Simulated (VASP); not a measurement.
# Mg3SnSe4 (P1) in VASP: relaxation of cell and atoms with PBEsol

Aim: the relaxation of cell and atoms of Mg3SnSe4 with PBEsol.

Program: VASP 6.6.1. These are calculated values, not measurements. Logs are shortened: lines on timing, memory, paths and dates and some standing lists are left out, and cuts for length are marked.

### Step 1. The cell of the first run

The typed cell holds 8 atoms: a = 4.009 Å, b = 3.963 Å, c = 10.946 Å, α = 91.60°, β = 91.18°, γ = 89.50°.

### Step 2. Relaxation of cell and atoms, PBEsol

INCAR

```
PREC = Accurate
ENCUT = 600
EDIFF = 1E-7
ISMEAR = -1
SIGMA = 0.05
LREAL = False
LASPH = True
NELM = 120
ALGO = Normal
ISIF = 3
LWAVE = False
LCHARG = False
GGA = PS
IBRION = 2
NSW = 100
EDIFFG = -0.01
GGA_COMPAT = False
NELMIN = 4
```

KPOINTS

```
regular mesh
0
Gamma
  4 4 2
```

POSCAR

```
Mg3SnSe4
1.0
    4.0092206563      0.0172351153     -0.0405566780
    0.0172351153      3.9624897211     -0.0549245920
   -0.1139233294     -0.1542826655     10.9443379083
Mg Sn Se
3 1 4
Direct
    0.4986389551      0.5160625393      0.7452221750
    0.0089176609      0.0098479414      0.5011379581
    0.4964961889      0.4995796103      0.2490965614
   -0.0080181471     -0.0325947682      0.0096370302
    0.0136239589      0.0065912076      0.2592663537
    0.4996973694      0.4934104504      0.0000706946
    0.0014610220     -0.0114598915      0.7300817447
    0.4879573985      0.5030607278      0.4944039933
```

Potentials or basis: VASP PAW PBE potentials, release 64 (Mg, Sn_d, Se).

Started as:

```bash
> cat potpaw_PBE.64/Mg/POTCAR potpaw_PBE.64/Sn_d/POTCAR potpaw_PBE.64/Se/POTCAR > POTCAR
> mpirun -np 1 vasp_std > vasp.out
```

OUTCAR:

```text
PREC = Accurate
   ENCUT = 600
   EDIFF = 1E-7
   ISMEAR = -1
   LREAL = False
   LASPH = True
   NELM = 120
   ISIF = 3
   GGA = PS
   IBRION = 2
   NSW = 100
   EDIFFG = -0.01
   NELMIN = 4

 ion  position               nearest neighbor table
   1  0.499  0.516  0.745-   7 2.73   8 2.74   7 2.77   6 2.79   7 2.90   7 2.90
   2  0.009  0.010  0.501-   7 2.51   5 2.65   8 2.76   8 2.77   8 2.85   8 2.91
   3  0.496  0.500  0.249-   8 2.69   6 2.73   5 2.77   5 2.78   5 2.84   5 2.90
   4  0.992  0.967  0.010-   5 2.73   6 2.74   6 2.76   6 2.86   6 2.93   7 3.06
   5  0.014  0.007  0.259-   2 2.65   4 2.73   3 2.77   3 2.78   3 2.84   3 2.90
   6  0.500  0.493  0.000-   3 2.73   4 2.74   4 2.76   1 2.79   4 2.86   4 2.93
   7  0.001  0.989  0.730-   2 2.51   1 2.73   1 2.77   1 2.90   1 2.90   4 3.06
   8  0.488  0.503  0.494-   3 2.69   1 2.74   2 2.76   2 2.77   2 2.85   2 2.91

  LATTYP: Found a triclinic cell.
 ALAT       =    10.9460181763
 B/A-ratio  =     0.3620410433
 C/A-ratio  =     0.3662941869
 COS(alpha) =     0.0087871955
 COS(beta)  =     0.0205813884
 COS(gamma) =     0.0279961856

  Lattice vectors:

 A1 = (   0.1139233294,   0.1542826655, -10.9443379083)
 A2 = (   0.0172351153,   3.9624897211,  -0.0549245920)
 A3 = (   4.0092206563,   0.0172351153,  -0.0405566780)

Analysis of symmetry for initial positions (statically):
=====================================================================
 Subroutine PRICEL returns:
 Original cell was already a primitive cell.

 Routine SETGRP: Setting up the symmetry group for a
 triclinic supercell.

 Subroutine GETGRP returns: Found  1 space group operations
 (whereof  1 operations were pure point group operations)
 out of a pool of  2 trial point group operations.

The static configuration has the point symmetry C_1 .

Analysis of symmetry for dynamics (positions and initial velocities):
=====================================================================
 Subroutine PRICEL returns:
 Original cell was already a primitive cell.

 Routine SETGRP: Setting up the symmetry group for a
 triclinic supercell.

 Subroutine GETGRP returns: Found  1 space group operations
 (whereof  1 operations were pure point group operations)
 out of a pool of  2 trial point group operations.

The dynamic configuration has the point symmetry C_1 .

 Subroutine INISYM returns: Found  1 space group operations
 (whereof  1 operations are pure point group operations),
 and found     1 'primitive' translations

----------------------------------------------------------------------------------------

                                     Primitive cell

  volume of cell :     173.8119

  direct lattice vectors                    reciprocal lattice vectors
     4.009220656  0.017235115 -0.040556678     0.249455663 -0.001049236  0.002581878
     0.017235115  3.962489721 -0.054924592    -0.001049236  0.252420321  0.003547455
    -0.113923329 -0.154282665 10.944337908     0.000919148  0.001262893  0.091398819

  length of vectors
     4.009462827  3.962907840 10.946018176     0.249471230  0.252447427  0.091412164

  position of ions in fractional coordinates (direct lattice)
     0.498638955  0.516062539  0.745222175
     0.008917661  0.009847941  0.501137958
     0.496496189  0.499579610  0.249096561
     0.991981853  0.967405232  0.009637030
     0.013623959  0.006591208  0.259266354
     0.499697369  0.493410450  0.000070695
     0.001461022  0.988540108  0.730081745
     0.487957399  0.503060728  0.494403993

  ion indices of the primitive-cell ions
   primitive index   ion index
                 1           1
                 2           2
                 3           3
                 4           4
                 5           5
                 6           6
                 7           7
                 8           8

----------------------------------------------------------------------------------------

 KPOINTS: regular mesh

Automatic generation of k-mesh.
 Grid dimensions read from file:
 generate k-points for:    4    4    2

 Generating k-lattice:

  Cartesian coordinates                     Fractional coordinates (reciprocal lattice)
     0.062363916 -0.000262309  0.000645469     0.250000000 -0.000000000  0.000000000
    -0.000262309  0.063105080  0.000886864     0.000000000  0.250000000  0.000000000
     0.000459574  0.000631447  0.045699409     0.000000000  0.000000000  0.500000000

  Length of vectors
     0.062367808  0.063111857  0.045706082

  Shift w.r.t. Gamma in fractional coordinates (k-lattice)
     0.000000000  0.000000000  0.000000000

 Subroutine IBZKPT returns following result:
 ===========================================

 Found     20 irreducible k-points:

 Following reciprocal coordinates:
            Coordinates               Weight
  0.000000  0.000000  0.000000      1.000000
  0.250000 -0.000000  0.000000      2.000000
  0.500000 -0.000000  0.000000      1.000000
  0.000000  0.250000  0.000000      2.000000
  0.250000  0.250000  0.000000      2.000000
  0.500000  0.250000  0.000000      2.000000
[... 12 lines left out ...]
  0.250000  0.500000  0.500000      2.000000
  0.500000  0.500000  0.500000      1.000000
   k-points           NKPTS =     20   k-points in BZ     NKDIM =     20   number of bands    NBANDS=     27
   number of dos      NEDOS =    301   number of ions     NIONS =      8
   total plane-waves  NPLWV =  92160
   dimension x,y,z NGX =    32 NGY =   32 NGZ =   90
   dimension x,y,z NGXF=    64 NGYF=   64 NGZF=  180
   ions per type =               3   1   4
   NGX,Y,Z   is equivalent  to a cutoff of  13.27, 13.42, 13.67 a.u.
   NGXF,Y,Z  is equivalent  to a cutoff of  26.54, 26.85, 27.34 a.u.
 SYSTEM =  unknown system
   PREC   = accura    normal or accurate (medium, high low for compatibility)
   ISTART =      0    job   : 0-new  1-cont  2-samecut
   ICHARG =      2    charge: 1-file 2-atom 10-const
   ISPIN  =      1    spin polarized calculation?
   LNONCOLLINEAR =      F non collinear calculations
   LSORBIT =      F    spin-orbit coupling
   LASPH  =      T    aspherical Exc in radial PAW
   ENCUT  =  600.0 eV  44.10 Ry    6.64 a.u.   8.01  7.91 21.86*2*pi/ulx,y,z
   NELM   =    120;   NELMIN=  4; NELMDL= -5     # of ELM steps
   EDIFF  = 0.1E-06   stopping-criterion for ELM
   LREAL  =      F    real-space projection
   EDIFFG = -.1E-01   stopping-criterion for IOM
   NSW    =    100    number of steps for IOM
   IBRION =      2    ionic relax: 0-MD 1-quasi-New 2-CG
   NFREE  =      1    steps in history (QN), initial steepest desc. (CG)
   ISIF   =      3    stress and relaxation
   ISYM   =      2    0-nonsym 1-usesym 2-fastsym
   POTIM  = 0.5000    time-step for ionic-motion
   TEBEG  =    0.0;   TEEND  =   0.0 temperature during run
   PSTRESS=    0.0 pullay stress
   NELECT =      44.0000    total number of electrons
   NUPDOWN=      -1.0000    fix difference up-down
   EMIN   =  10.00;   EMAX   =-10.00  energy-range for DOS
   EFERMI =   0.00;   METHOD = LEGACY
   ISMEAR =    -1;   SIGMA  =   0.05  broadening in eV -4-tet -1-fermi 0-gaus
   EFERMI_NEDOS =   21; number of points for ismear=-14 and -15
   IALGO  =     38    algorithm
   IMIX   =      4    mixing-type and parameters
     AMIX     =   0.40;   BMIX     =  1.00
     AMIX_MAG =   1.60;   BMIX_MAG =  1.00
  volume/ion in A,a.u.               =      21.73       146.62
  Fermi-wavevector in a.u.,A,eV,Ry     =   1.035617  1.957033 14.592289  1.072503
  Thomas-Fermi vector in A             =   2.169969
   LORBIT       =      0    0 simple, 1 ext, 2 COOP (PROOUT), +10 PAW based schemes
   GGA     = PS    functional components
   LHFCALC =     F    Hartree Fock is set to
   AEXX    =    0.0000 exact exchange contribution
   IVDW    =     0    specifies the selected vdW correction
   LEPSILON=     F    determine dielectric tensor
   LRPA    =     F    only Hartree local field effects (RPA)
 conjugate gradient relaxation of ions
 non-spin polarized calculation
  energy-cutoff  :      600.00
  volume of cell :      173.81
 maximum number of plane-waves:      5836
   NGX = 17   NGY = 15   NGZ = 43

--------------------------------------- Ionic step        1  -------------------------------------------

 number of electron      43.9999996 magnetization

 Free energy of the ion-electron system (eV)
  ---------------------------------------------------
  ext. energy  EPLUGINS =         0.00000000
  ---------------------------------------------------
  free energy    TOTEN  =       -32.58955884 eV

  energy without entropy =      -32.57958622  energy(sigma->0) =      -32.58457253

------------------------ aborting loop because EDIFF is reached ----------------------------------------

  FORCE on cell =-STRESS in cart. coord.  units (eV):
  Direction    XX          YY          ZZ          XY          YZ          ZX
  --------------------------------------------------------------------------------------
  -------------------------------------------------------------------------------------
  Total        0.5217228      0.5044856      3.3759894     -0.3039444      0.8846897      0.6523247
  in kB        4.8091793      4.6502887     31.1194742     -2.8017240      8.1549656      6.0130523
  external PRESSURE =      13.5263141 kB  Pullay stress =       0.0000000 kB
[... 107 lines left out ...]
  FREE ENERGIE OF THE ION-ELECTRON SYSTEM (eV)
  ---------------------------------------------------
  free  energy   TOTEN  =       -32.7058922681 eV

  energy  without entropy=      -32.6957047449  energy(sigma->0) =      -32.70079851

[... ionic steps 4 to 19 ...]

--------------------------------------- Ionic step       20  -------------------------------------------

 number of electron      43.9999998 magnetization

------------------------ aborting loop because EDIFF is reached ----------------------------------------

  FORCE on cell =-STRESS in cart. coord.  units (eV):
  Direction    XX          YY          ZZ          XY          YZ          ZX
  --------------------------------------------------------------------------------------
  -------------------------------------------------------------------------------------
  Total        0.0226346      0.0235666      0.0337900      0.0226046     -0.0046600     -0.0021137
  in kB        0.2061009      0.2145867      0.3076763      0.2058271     -0.0424322     -0.0192468
  external PRESSURE =       0.2427879 kB  Pullay stress =       0.0000000 kB
[... 69 lines left out ...]
  energy  without entropy=      -32.7734516607  energy(sigma->0) =      -32.77845794

--------------------------------------- Ionic step       22  -------------------------------------------

 number of electron      43.9999997 magnetization

 Free energy of the ion-electron system (eV)
  ---------------------------------------------------
  ext. energy  EPLUGINS =         0.00000000
  ---------------------------------------------------
  free energy    TOTEN  =       -32.78354190 eV

  energy without entropy =      -32.77347284  energy(sigma->0) =      -32.77850737

 E-fermi :   5.3685     XC(G=0):  -9.6634

 val. band max:        5.3106762449   @ k =   0.5000  -0.0000   0.0000
 cond. band min:       5.4368967334   @ k =   0.0000  -0.0000   0.5000
 fundamental gap:      0.1262204885
 Fermi energy:         5.3685373134

 k-point     1 :       0.0000    0.0000    0.0000
  band No.  band energies     occupation
      1     -16.8361      2.00000
      2     -16.7669      2.00000
      3     -16.7661      2.00000
      4     -16.7626      2.00000
      5     -16.7574      2.00000
      6      -9.7193      2.00000
[... 624 lines left out ...]
  FREE ENERGIE OF THE ION-ELECTRON SYSTEM (eV)
  ---------------------------------------------------
  free  energy   TOTEN  =       -32.7835419015 eV

  energy  without entropy=      -32.7734728364  energy(sigma->0) =      -32.77850737

 reached required accuracy - stopping structural energy minimisation
```

Wall time 30 min (1 thread of Intel Xeon 8259CL, shared host); peak memory 0.38 GiB.

Results:

| Item | Value |
| --- | --- |
| Free energy | -32.7835 eV |
| Relaxed volume | 22.02 Å³/atom |
| Relaxed cell | a = 3.973 Å, b = 3.970 Å, c = 11.169 Å, α = 90.03°, β = 90.02°, γ = 89.99° |
| Space group after relaxing (to 0.1 Å) | P4/mmm (No. 123) |
| Energy gained by relaxing | 24.2 meV/atom |
| Ionic steps | 22 |
| Pressure after relaxing | 0.0 GPa |
| Largest force after relaxing | 0.009 eV/Å |
| Band gap on the k mesh | zero (bands 22 and 23 overlap by 0.38 eV) |

Forces on the atoms (eV/Å):
```
Mg   0.000 -0.002 -0.009
Mg  -0.001 -0.004  0.003
Mg   0.001  0.003  0.000
Sn  -0.001 -0.001  0.008
Se  -0.003 -0.004 -0.006
Se   0.002  0.007 -0.002
Se   0.001  0.002  0.008
Se   0.001 -0.001 -0.002
```

The path:
| step | energy change (eV) | largest force (eV/Å) | pressure (GPa) | volume (Å³) |
| --- | --- | --- | --- | --- |
| 1 | 0.0000 | 0.9212 | 1.35 | 173.81 |
| 2 | -0.1063 | 0.4537 | -0.56 | 178.44 |
| 3 | -0.1163 | 0.3040 | -1.27 | 180.48 |
| 4 | -0.1630 | 0.2405 | -0.34 | 177.23 |
| 5 | -0.1722 | 0.1882 | 0.36 | 175.13 |
| 6 | -0.1824 | 0.1406 | 0.09 | 175.81 |
| 7 | -0.1847 | 0.1335 | -0.08 | 176.30 |
| 8 | -0.1887 | 0.0751 | -0.02 | 176.10 |
| 9 | -0.1905 | 0.0711 | 0.07 | 175.84 |
| 10 | -0.1913 | 0.0516 | -0.06 | 176.23 |
| 11 | -0.1915 | 0.0366 | -0.17 | 176.54 |
| 12 | -0.1920 | 0.0339 | -0.11 | 176.35 |
| 13 | -0.1924 | 0.0466 | 0.01 | 176.00 |
| 14 | -0.1924 | 0.0494 | 0.04 | 175.93 |
| 15 | -0.1928 | 0.0450 | 0.03 | 175.95 |
| 16 | -0.1933 | 0.0321 | 0.01 | 176.01 |
| 17 | -0.1933 | 0.0291 | 0.00 | 176.03 |
| 18 | -0.1936 | 0.0165 | -0.01 | 176.05 |
| 19 | -0.1937 | 0.0272 | -0.02 | 176.08 |
| 20 | -0.1939 | 0.0152 | 0.02 | 175.96 |
| 21 | -0.1939 | 0.0140 | 0.06 | 175.86 |
| 22 | -0.1940 | 0.0092 | -0.04 | 176.13 |

Final structure:
```cif
data_structure
_symmetry_space_group_name_H-M 'P 1'
_symmetry_Int_Tables_number 1
_cell_length_a 3.9725
_cell_length_b 3.9697
_cell_length_c 11.1688
_cell_angle_alpha 90.028
_cell_angle_beta 90.016
_cell_angle_gamma 89.989
_cell_volume 176.13
loop_
_atom_site_label
_atom_site_type_symbol
_atom_site_fract_x
_atom_site_fract_y
_atom_site_fract_z
_atom_site_occupancy
Mg1 Mg 0.49971 0.49827 0.74050 1
Mg2 Mg 0.00019 0.99953 0.49844 1
Mg3 Mg 0.49988 0.49766 0.25720 1
Sn1 Sn 0.99965 0.99705 0.99832 1
Se1 Se 0.00012 0.99822 0.25778 1
Se2 Se 0.49953 0.49677 0.99862 1
Se3 Se 0.99971 0.99808 0.73928 1
Se4 Se 0.49999 0.49892 0.49878 1
```

Caveat: the k points lie up to 0.40 Å⁻¹ apart in the final cell; semilocal functionals underestimate gaps, so a narrow gap can read as zero; the PAW data sets were made with another functional, which shifts forces and pressure a little; spin-orbit coupling is left out, which moves the levels of the heavy elements.
